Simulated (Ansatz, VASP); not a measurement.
# La: VASP beside Ansatz

POSCAR

```
La
1.0
    0.0000000000      2.6546496237      2.6546496237
    2.6546496237      0.0000000000      2.6546496237
    2.6546496237      2.6546496237      0.0000000000
La
1
Direct
    0.0000000000      0.0000000000      0.0000000000
```

Contents of INCAR.step1:

```
ALGO = Normal
EDIFF = 1E-4
ENCUT = 520
GGA = PE
GGA_COMPAT = False
ISMEAR = -1
LASPH = True
LCHARG = False
LMAXMIX = 6
LNONCOLLINEAR = True
LREAL = False
LSORBIT = True
LWAVE = True
MAGMOM = 0 0 0
NBANDS = 22
NELM = 150
PREC = Accurate
SIGMA = 0.1
```

INCAR.step2

```
ALGO = Normal
EDIFF = 1E-7
ENCUT = 520
GGA_COMPAT = False
ISIF = 2
ISMEAR = -1
ISTART = 1
LASPH = True
LCHARG = False
LMAXMIX = 6
LMIXTAU = True
LNONCOLLINEAR = True
LORBIT = 11
LORBMOM = True
LREAL = False
LSORBIT = True
LWAVE = False
MAGMOM = 0 0 0
METAGGA = R2SCAN
NBANDS = 22
NELM = 150
PREC = Accurate
SIGMA = 0.1
```

KPOINTS

```
k-points
0
Gamma
  10 10 10
```

Input for Ansatz:

```yaml
crystal:
  lattice:
    - [0.0, 2.6546496237, 2.6546496237]
    - [2.6546496237, 0.0, 2.6546496237]
    - [2.6546496237, 2.6546496237, 0.0]
  atoms:
    - { symbol: La, position: [0.0, 0.0, 0.0] }
hamiltonian:
  xc: r2scan
  pseudopotentials:
    kind: paw_fr
    azcp:
      La: "pseudopotentials/La.paw.azcp"
basis:
  ecutwfc: 500
  fft_grid_basis: typed
kpoints:
  mp_grid: { grid: [10, 10, 10], shift: [0, 0, 0] }
magnetization:
  noncollinear: true
  spin_orbit: true
scf:
  occupations: { method: fermi_dirac, width: 0.1 }
output:
  write_density: true
  write_potential: true
  elf: true
  volumetric_format: npy
```

Alike in both runs: task single point; functional r2SCAN; k mesh 10 × 10 × 10; occupations fermi-dirac, width 0.1 eV; non-collinear spin, spin-orbit coupling.

|  | VASP | Ansatz |
| --- | --- | --- |
| version | VASP 6.6.1 | Ansatz 0.2.0 |
| potentials or method | VASP PAW PBE potentials, release 64 (La), cutoff 520 eV | plane waves (500 eV) with PAW, fully relativistic with spin-orbit coupling |
| valence electrons in the cell | 11 | 11 |

```tsv
	VASP	Ansatz	Ansatz less VASP
net moment per atom (μB)	0.00	0.00	0.000
```

VASP's potentials were made for PBE, not for r2SCAN.
